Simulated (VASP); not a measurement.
# C in VASP: settings compared

C is run at these levels: PBEsol, PBE; tasks: single point.

Program: VASP 6.6.1. These are calculated values, not measurements. Logs are shortened: lines on timing, memory, paths and dates and some standing lists are left out, and cuts for length are marked.

## Step 1: The cell of the first run

Symmetry: Fd-3m, No. 227, cubic system. Conventional cell: a = 3.651 Å, b = 3.651 Å, c = 3.651 Å, α = 90.00°, β = 90.00°, γ = 90.00°. Within 2.1 Å of C (site symmetry -43m) lie 4 C at 1.58 Å.

## Step 2: Single point, PBEsol (strained)

INCAR reads:

```
SYSTEM = C
PREC = Accurate ; ENCUT = 520
EDIFF = 1E-6 ; ISMEAR = 0
SIGMA = 0.02 ; LREAL = .FALSE.
LASPH = .TRUE. ; NELM = 80
ALGO = Normal ; ISIF = 2
LWAVE = .FALSE. ; LCHARG = .FALSE.
GGA = PS ; NBANDS = 11
```

KPOINTS reads:

```
Automatic mesh
0
G
  12 12 12
  0 0 0
```

POSCAR reads:

```
C
1.0
    0.0000000000      1.8253099000      1.8253099000
    1.8253099000      0.0000000000      1.8253099000
    1.8253099000      1.8253099000      0.0000000000
C
2
Direct
    0.5000000000      0.5000000000      0.5000000000
    0.7500000000      0.7500000000      0.7500000000
```

Potentials or basis: VASP PAW PBE potentials, release 64 (C).

Command:

```sh
$ cat potpaw_PBE.64/C/POTCAR > POTCAR
$ mpirun -np 1 vasp_std > vasp.out
```

OUTCAR:

```text
SYSTEM = C
   PREC = Accurate
   ENCUT = 520
   EDIFF = 1E-6
   ISMEAR = 0
   LREAL = .FALSE.
   LASPH = .TRUE.
   NELM = 80
   ISIF = 2
   GGA = PS

 ion  position               nearest neighbor table
   1  0.500  0.500  0.500-   2 1.58   2 1.58   2 1.58   2 1.58
   2  0.750  0.750  0.750-   1 1.58   1 1.58   1 1.58   1 1.58

  LATTYP: Found a face centered cubic cell.
 ALAT       =     3.6506198000

  Lattice vectors:

 A1 = (   0.0000000000,   1.8253099000,   1.8253099000)
 A2 = (   1.8253099000,   0.0000000000,   1.8253099000)
 A3 = (   1.8253099000,   1.8253099000,   0.0000000000)

Analysis of symmetry for initial positions (statically):
=====================================================================
 Subroutine PRICEL returns:
 Original cell was already a primitive cell.

 Routine SETGRP: Setting up the symmetry group for a
 face centered cubic supercell.

 Subroutine GETGRP returns: Found 48 space group operations
 (whereof 24 operations were pure point group operations)
 out of a pool of 48 trial point group operations.

The static configuration has the point symmetry T_d .
 The point group associated with its full space group is O_h .

Analysis of symmetry for dynamics (positions and initial velocities):
=====================================================================
 Subroutine PRICEL returns:
 Original cell was already a primitive cell.

 Routine SETGRP: Setting up the symmetry group for a
 face centered cubic supercell.

 Subroutine GETGRP returns: Found 48 space group operations
 (whereof 24 operations were pure point group operations)
 out of a pool of 48 trial point group operations.

The dynamic configuration has the point symmetry T_d .
 The point group associated with its full space group is O_h .

 Subroutine INISYM returns: Found 48 space group operations
 (whereof 24 operations are pure point group operations),
 and found     1 'primitive' translations

----------------------------------------------------------------------------------------

                                     Primitive cell

  volume of cell :      12.1630

  direct lattice vectors                    reciprocal lattice vectors
     0.000000000  1.825309900  1.825309900    -0.273926088  0.273926088  0.273926088
     1.825309900  0.000000000  1.825309900     0.273926088 -0.273926088  0.273926088
     1.825309900  1.825309900  0.000000000     0.273926088  0.273926088 -0.273926088

  length of vectors
     2.581378016  2.581378016  2.581378016     0.474453902  0.474453902  0.474453902

  position of ions in fractional coordinates (direct lattice)
     0.500000000  0.500000000  0.500000000
     0.750000000  0.750000000  0.750000000

  ion indices of the primitive-cell ions
   primitive index   ion index
                 1           1
                 2           2

----------------------------------------------------------------------------------------

 KPOINTS: Automatic mesh

Automatic generation of k-mesh.
 Grid dimensions read from file:
 generate k-points for:   12   12   12

 Generating k-lattice:

  Cartesian coordinates                     Fractional coordinates (reciprocal lattice)
    -0.022827174  0.022827174  0.022827174     0.083333333  0.000000000  0.000000000
     0.022827174 -0.022827174  0.022827174     0.000000000  0.083333333  0.000000000
     0.022827174  0.022827174 -0.022827174     0.000000000  0.000000000  0.083333333

  Length of vectors
     0.039537825  0.039537825  0.039537825

  Shift w.r.t. Gamma in fractional coordinates (k-lattice)
     0.000000000  0.000000000  0.000000000

 Subroutine IBZKPT returns following result:
 ===========================================

 Found     72 irreducible k-points:

 Following reciprocal coordinates:
            Coordinates               Weight
  0.000000  0.000000  0.000000      1.000000
  0.083333  0.000000  0.000000      8.000000
  0.166667  0.000000  0.000000      8.000000
  0.250000  0.000000  0.000000      8.000000
  0.333333  0.000000  0.000000      8.000000
  0.416667  0.000000  0.000000      8.000000
[... 16 lines left out ...]
  0.500000  0.166667  0.000000     24.000000
 -0.416667  0.166667  0.000000     24.000000
 [... further k-points ...]
   k-points           NKPTS =     72   k-points in BZ     NKDIM =     72   number of bands    NBANDS=     11
   number of dos      NEDOS =    301   number of ions     NIONS =      2
   total plane-waves  NPLWV =   8000
   dimension x,y,z NGX =    20 NGY =   20 NGZ =   20
   dimension x,y,z NGXF=    40 NGYF=   40 NGZF=   40
   ions per type =               2
   NGX,Y,Z   is equivalent  to a cutoff of  12.88, 12.88, 12.88 a.u.
   NGXF,Y,Z  is equivalent  to a cutoff of  25.76, 25.76, 25.76 a.u.
 SYSTEM =  C
   PREC   = accura    normal or accurate (medium, high low for compatibility)
   ISTART =      0    job   : 0-new  1-cont  2-samecut
   ICHARG =      2    charge: 1-file 2-atom 10-const
   ISPIN  =      1    spin polarized calculation?
   LNONCOLLINEAR =      F non collinear calculations
   LSORBIT =      F    spin-orbit coupling
   LASPH  =      T    aspherical Exc in radial PAW
   ENCUT  =  520.0 eV  38.22 Ry    6.18 a.u.   4.80  4.80  4.80*2*pi/ulx,y,z
   NELM   =     80;   NELMIN=  2; NELMDL= -5     # of ELM steps
   EDIFF  = 0.1E-05   stopping-criterion for ELM
   LREAL  =      F    real-space projection
   EDIFFG = 0.1E-04   stopping-criterion for IOM
   NSW    =      0    number of steps for IOM
   IBRION =     -1    ionic relax: 0-MD 1-quasi-New 2-CG
   NFREE  =      0    steps in history (QN), initial steepest desc. (CG)
   ISIF   =      2    stress and relaxation
   ISYM   =      2    0-nonsym 1-usesym 2-fastsym
   POTIM  = 0.5000    time-step for ionic-motion
   TEBEG  =    0.0;   TEEND  =   0.0 temperature during run
   PSTRESS=    0.0 pullay stress
   NELECT =       8.0000    total number of electrons
   NUPDOWN=      -1.0000    fix difference up-down
   EMIN   =  10.00;   EMAX   =-10.00  energy-range for DOS
   EFERMI =   0.00;   METHOD = LEGACY
   ISMEAR =     0;   SIGMA  =   0.02  broadening in eV -4-tet -1-fermi 0-gaus
   EFERMI_NEDOS =   21; number of points for ismear=-14 and -15
   IALGO  =     38    algorithm
   IMIX   =      4    mixing-type and parameters
     AMIX     =   0.40;   BMIX     =  1.00
     AMIX_MAG =   1.60;   BMIX_MAG =  1.00
  volume/ion in A,a.u.               =       6.08        41.04
  Fermi-wavevector in a.u.,A,eV,Ry     =   1.423721  2.690443 27.578757  2.026981
  Thomas-Fermi vector in A             =   2.544288
   LORBIT       =      0    0 simple, 1 ext, 2 COOP (PROOUT), +10 PAW based schemes
   GGA     = PS    functional components
   LHFCALC =     F    Hartree Fock is set to
   AEXX    =    0.0000 exact exchange contribution
   IVDW    =     0    specifies the selected vdW correction
   LEPSILON=     F    determine dielectric tensor
   LRPA    =     F    only Hartree local field effects (RPA)
 non-spin polarized calculation
 Gauss-broadening in eV      SIGMA  =   0.02
  energy-cutoff  :      520.00
  volume of cell :       12.16
 maximum number of plane-waves:       342
   NGX =  9   NGY =  9   NGZ =  9

 number of electron       8.0000002 magnetization

 Free energy of the ion-electron system (eV)
  ---------------------------------------------------
  ext. energy  EPLUGINS =         0.00000000
  ---------------------------------------------------
  free energy    TOTEN  =       -19.15840723 eV

  energy without entropy =      -19.15840723  energy(sigma->0) =      -19.15840723

 E-fermi :   8.9634     XC(G=0): -13.0915

 val. band max:        8.7268639417   @ k =   0.0000   0.0000   0.0000
 cond. band min:      12.6043889773   @ k =   0.3333   0.3333   0.0000
 fundamental gap:      3.8775250356
 Fermi energy:         8.9634079150

 k-point     1 :       0.0000    0.0000    0.0000
  band No.  band energies     occupation
      1     -11.8803      2.00000
      2       8.7269      2.00000
      3       8.7269      2.00000
      4       8.7269      2.00000
      5      14.0752      0.00000
      6      14.0752      0.00000
      7      14.0752      0.00000
      8      20.5439      0.00000
      9      26.8117      0.00000
     10      34.4361      0.00000
     11      34.4361      0.00000

 k-point     2 :       0.0833    0.0000    0.0000
  band No.  band energies     occupation
      1     -11.6965      2.00000
      2       7.5573      2.00000
      3       8.4257      2.00000
      4       8.4257      2.00000
      5      14.4693      0.00000
      6      14.4693      0.00000
      7      14.7131      0.00000
      8      20.7487      0.00000
      9      27.1308      0.00000
     10      32.3349      0.00000
     11      32.3349      0.00000

 k-point     3 :       0.1667    0.0000    0.0000
  band No.  band energies     occupation
      1     -11.1476      2.00000
      2       5.1368      2.00000
      3       7.7685      2.00000
      4       7.7685      2.00000
      5      15.3304      0.00000
      6      15.3304      0.00000
      7      15.6324      0.00000
      8      21.3480      0.00000
      9      27.8059      0.00000
     10      30.8050      0.00000
     11      30.8050      0.00000
[... 267 lines left out ...]
 k-point    23 :       0.5000    0.1667    0.0000
  band No.  band energies     occupation
      1      -6.4216      2.00000
      2      -2.7366      2.00000
      3       3.9666      2.00000
      4       4.9983      2.00000
      5      15.4363      0.00000
      6      18.9133      0.00000
      7      19.0564      0.00000
      8      22.2061      0.00000
      9      27.8262      0.00000
     10      31.1325      0.00000
     11      34.1980      0.00000

 k-point    24 :      -0.4167    0.1667    0.0000
  band No.  band energies     occupation
      1      -6.0321      2.00000
      2      -3.2083      2.00000
      3       3.5099      2.00000
      4       5.3532      2.00000
      5      15.8445      0.00000
      6      18.4556      0.00000
      7      19.0359      0.00000
      8      23.2437      0.00000
      9      27.1748      0.00000
     10      31.8478      0.00000
     11      31.9790      0.00000

 [... further k-points ...]

------------------------ aborting loop because EDIFF is reached ----------------------------------------

  FORCE on cell =-STRESS in cart. coord.  units (eV):
  Direction    XX          YY          ZZ          XY          YZ          ZX
  --------------------------------------------------------------------------------------
  -------------------------------------------------------------------------------------
  Total       -2.3168433     -2.3168433     -2.3168433     -0.0000000      0.0000000      0.0000000
  in kB     -305.1879810   -305.1879810   -305.1879810     -0.0000000      0.0000000      0.0000000
  external PRESSURE =    -305.1879810 kB  Pullay stress =       0.0000000 kB

 VOLUME and BASIS-vectors are now :
 -----------------------------------------------------------------------------
  energy-cutoff  :      520.00
  volume of cell :       12.16
      direct lattice vectors                 reciprocal lattice vectors
     0.000000000  1.825309900  1.825309900    -0.273926088  0.273926088  0.273926088
     1.825309900  0.000000000  1.825309900     0.273926088 -0.273926088  0.273926088
     1.825309900  1.825309900  0.000000000     0.273926088  0.273926088 -0.273926088

 POSITION                                       TOTAL-FORCE (eV/Angst)
 -----------------------------------------------------------------------------------
      1.82531      1.82531      1.82531         0.000000     -0.000000     -0.000000
      2.73796      2.73796      2.73796        -0.000000      0.000000      0.000000
 -----------------------------------------------------------------------------------
    total drift:                                0.000000     -0.000000      0.000000

  FREE ENERGIE OF THE ION-ELECTRON SYSTEM (eV)
  ---------------------------------------------------
  free  energy   TOTEN  =       -19.1584072302 eV

  energy  without entropy=      -19.1584072302  energy(sigma->0) =      -19.15840723
```

Wall time 10 s (1 thread of Intel Xeon 8259CL, shared host); peak memory 0.12 GiB.

What came out:

- Free energy: -19.1584 eV
- Pressure: -30.5 GPa
- Band gap on the k mesh: 3.88 eV (least direct gap 5.35 eV)

Caveat: the cell differs from its parent crystal (strained); the cell stands under tension; the PAW data sets were made with another functional, which shifts forces and pressure a little.

## Step 3: Single point, PBE (strained and its atoms moved)

INCAR reads:

```
  PREC = Accurate
  ENCUT = 520
  EDIFF = 1E-7
  ISMEAR = 0
  SIGMA = 0.02
  LREAL = False
  LASPH = True
  NELM = 60
  ALGO = Normal
  ISIF = 2
  LWAVE = False
  LCHARG = False
  GGA = PE
  NBANDS = 11
```

KPOINTS reads:

```
Automatic mesh
0
Gamma
  12 12 12
```

POSCAR reads:

```
C
1.0
    0.0022649180      1.7521369980      1.6986349980
    1.7288636280     -0.0279637120      1.7288636280
    1.6986349980      1.7521369980      0.0022649180
C
2
Direct
    0.5016182260      0.4747024862      0.5016182260
    0.7483817740      0.7752975138      0.7483817740
```

Potentials or basis: VASP PAW PBE potentials, release 64 (C).

Command:

```sh
$ cat potpaw_PBE.64/C/POTCAR > POTCAR
$ mpirun -np 1 vasp_std > vasp.out
```

It took 51 s on 1 thread of Intel Xeon 8259CL, shared host; peak memory 0.15 GiB.

It converged, with:

```
Free energy            : -17.7130 eV
Pressure               : 53.7 GPa
Largest force          : 5.055 eV/Å
Band gap on the k mesh : 1.97 eV (least direct gap 2.80 eV)
```

Forces on the atoms (eV/Å):
```
C    3.479 -1.161  3.479
C   -3.479  1.161 -3.479
```

Stress tensor (GPa, compression positive):
```
63.32  1.33 -9.59
 1.33 34.31  1.33
-9.59  1.33 63.32
```

Levels at points of the mesh, in eV from the valence-band top:
| k point | band 2 | band 3 | band 4 | band 5 | band 6 | band 7 |
| --- | --- | --- | --- | --- | --- | --- |
| (0.00, 0.00, 0.00) | -3.87 | -1.24 | 0.00 | 2.80 | 3.92 | 5.51 |
| (0.50, 0.00, 0.00) | -16.13 | -6.04 | -3.63 | 5.16 | 7.31 | 9.46 |
| (0.00, 0.50, 0.00) | -16.91 | -4.56 | -4.08 | 6.03 | 8.81 | 9.55 |
| (0.50, 0.50, 0.00) | -14.87 | -9.35 | -8.18 | 2.05 | 3.51 | 15.71 |
| (0.50, 0.00, 0.50) | -15.57 | -8.40 | -8.00 | 2.65 | 4.17 | 16.10 |
| (0.50, 0.50, 0.50) | -15.67 | -6.23 | -3.88 | 5.73 | 7.43 | 8.21 |

Caveat: the cell differs from its parent crystal (strained and its atoms moved); the cell stands under pressure; forces of over 1 eV/Å act on the atoms, so gaps and moduli don't describe the material at rest. A k mesh can miss the band edges.
